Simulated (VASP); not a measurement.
Input of a VASP 6.6.1 run:

File INCAR:

```
SYSTEM = Al2P3
PREC = Accurate
ENCUT = 520
EDIFF = 1E-7
ISMEAR = 0
SIGMA = 0.1
LREAL = .FALSE.
LASPH = .TRUE.
NELM = 60
ALGO = Normal
ISIF = 2
LWAVE = .FALSE.
LCHARG = .FALSE.
GGA = PE
NBANDS = 18
```

KPOINTS

```
Automatic mesh
0
G
  4 4 4
  0 0 0
```

File POSCAR:

```
Al2P3
1.0
    3.2944463780      0.0000000000      0.0000000000
    0.0000000000      5.3782550601      2.5693434832
    0.0000000000     -5.3782550601      2.5693434832
Al P
2 3
Direct
    0.5000000000      0.1659666587      0.8859993202
    0.5000000000      0.8859993202      0.1659666587
    0.5000000000      0.6297730510      0.3524148796
    0.5000000000      0.3524148796      0.6297730510
    0.0000000000      0.8323415204      0.8323415204
```

Potentials or basis: VASP PAW PBE potentials, release 64 (Al, P).

Run with:

```console
$ cat potpaw_PBE.64/Al/POTCAR potpaw_PBE.64/P/POTCAR > POTCAR
$ mpirun -np 1 vasp_std > vasp.out
```

Task: Estimate the pressure.

Result: -0.2 GPa.

Task: What does it give for the largest force?

Result: 0.023 eV/Å.

Stress tensor (GPa, compression positive):
```
-0.12  0.00  0.00
 0.00 -0.27  0.00
 0.00  0.00 -0.22
```

Caveat: the k points lie up to 0.48 Å⁻¹ apart.
